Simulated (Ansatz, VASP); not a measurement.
## Cu in VASP and in Ansatz

```
CELL_PARAMETERS angstrom
0.00000 2.09549 4.46084
1.28918 0.00000 4.46084
1.28918 2.09549 0.00000
ATOMIC_POSITIONS crystal
Cu 0.13284 0.13284 0.86716
Cu 0.86716 0.86716 0.13284
```

Alike in both runs: task relaxation of cell and atoms; functional r2SCAN; k mesh 8 × 8 × 8; occupations gaussian, width 0.1 eV; no spin polarisation.

|  | VASP | Ansatz |
| --- | --- | --- |
| version | VASP 6.6.1 | Ansatz 0.2.0 |
| potentials or method | VASP PAW PBE potentials, release 64 (Cu), cutoff 600 eV | scalar-relativistic, plane waves, PAW |
| valence electrons in the cell | 22 | 38 |

VASP gave:

| Quantity | Value |
| --- | --- |
| gap on the k mesh at the Fermi level, each at its own relaxed structure (eV) | none |
| relaxed volume (Å³/atom) | 12.07 |
| relaxed cell length with the largest relative difference (Å) | 2.447 |

Question: What did Ansatz give for the same quantities?

Answer: gap on the k mesh at the Fermi level, each at its own relaxed structure (eV): none; relaxed volume (Å³/atom): 12.01; relaxed cell length with the largest relative difference (Å): 2.444.

VASP's potentials were made for PBE, not for r2SCAN. A gap of «none» marks a metal or a gap that the smearing closes. VASP's potentials hold 22 valence electrons a cell and Ansatz's 38, so a difference there can come from the potentials and not from the codes.

The k mesh is coarse, so the values compare programs but aren't converged.
